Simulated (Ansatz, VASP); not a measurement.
# WSe2: VASP beside Ansatz

File INCAR:

```
PREC     = Accurate       # precision mode
ENCUT    = 520            # plane-wave cutoff, eV
EDIFF    = 1E-7           # SCF threshold, eV
ISMEAR   = 0              # smearing method
SIGMA    = 0.05           # smearing width, eV
LREAL    = False          # projectors in reciprocal space
LASPH    = True           # aspherical terms in the spheres
NELM     = 60             # most SCF steps
ALGO     = Normal         # electronic algorithm
ISIF     = 2              # what is computed and relaxed
LWAVE    = False          # write WAVECAR
LCHARG   = False          # write CHGCAR
GGA      = PE             # functional
IVDW     = 12             # dispersion correction
NBANDS   = 35             # bands
```

File KPOINTS:

```
regular mesh
0
Gamma
  12 12 2
```

File POSCAR:

```
WSe2
1.0
    3.2790275592      0.0000000000      0.0000000000
   -1.6395137796      2.8397211660      0.0000000000
    0.0000000000      0.0000000000     12.7886113051
W Se
2 4
Direct
    0.3333333333      0.6666666667      0.2500000000
    0.6666666667      0.3333333333      0.7500000000
    0.3385951223      0.6692975612      0.6172516865
    0.6666666667      0.3333333333      0.1182912222
    0.3333333333      0.6666666667      0.8817087778
    0.6666666667      0.3333333333      0.3817087778
```

Input for Ansatz:

```yaml
crystal:
  lattice:
    - [3.2790275592, 0.0, 0.0]
    - [-1.6395137796, 2.839721166, 0.0]
    - [0.0, 0.0, 12.7886113051]
  atoms:
    - { symbol: W, position: [0.3333333333, 0.6666666667, 0.25] }
    - { symbol: W, position: [0.6666666667, 0.3333333333, 0.75] }
    - { symbol: Se, position: [0.3385951223, 0.6692975612, 0.6172516865] }
    - { symbol: Se, position: [0.6666666667, 0.3333333333, 0.1182912222] }
    - { symbol: Se, position: [0.3333333333, 0.6666666667, 0.8817087778] }
    - { symbol: Se, position: [0.6666666667, 0.3333333333, 0.3817087778] }
basis:
  ecutwfc: 420
kpoints:
  mp_grid: { grid: [12, 12, 2] }
hamiltonian:
  xc: pbe
  dispersion: d3bj
scf:
  occupations: { method: gaussian, width: 0.05 }
output:
  forces: true
  stress: true
  eigenvalues: true
```

Alike in both runs: task single point; functional PBE; dispersion D3(BJ); k mesh 12 × 12 × 2; occupations gaussian, width 0.05 eV; no spin polarisation.

```csv
,VASP,Ansatz
version,VASP 6.6.1,Ansatz 0.2.0
potentials or method,"VASP PAW PBE potentials, release 64 (W_sv, Se), cutoff 520 eV","scalar-relativistic, plane waves, PAW"
valence electrons in the cell,52,92
```

|  | VASP | Ansatz | Ansatz less VASP |
| --- | --- | --- | --- |
| gap on the k mesh at the Fermi level (eV) | 0.88 | 0.89 | +0.005 |
| least direct gap on the mesh (eV) | 1.56 | 1.56 | +0.003 |
| pressure (GPa) | 0.0 | -0.3 | -0.32 |
| traceless stress, the component that is largest in VASP (GPa) | 0.23 | 0.23 | -0.001 |
| rms of the force components (eV/Å) | 0.075 | 0.079 | +0.0047 |

Atom by atom the forces differ by 0.023 eV/Å (rms over components). VASP's potentials hold 52 valence electrons a cell and Ansatz's 92, so a difference there can come from the potentials and not from the codes.

Neither program's run includes spin-orbit coupling.
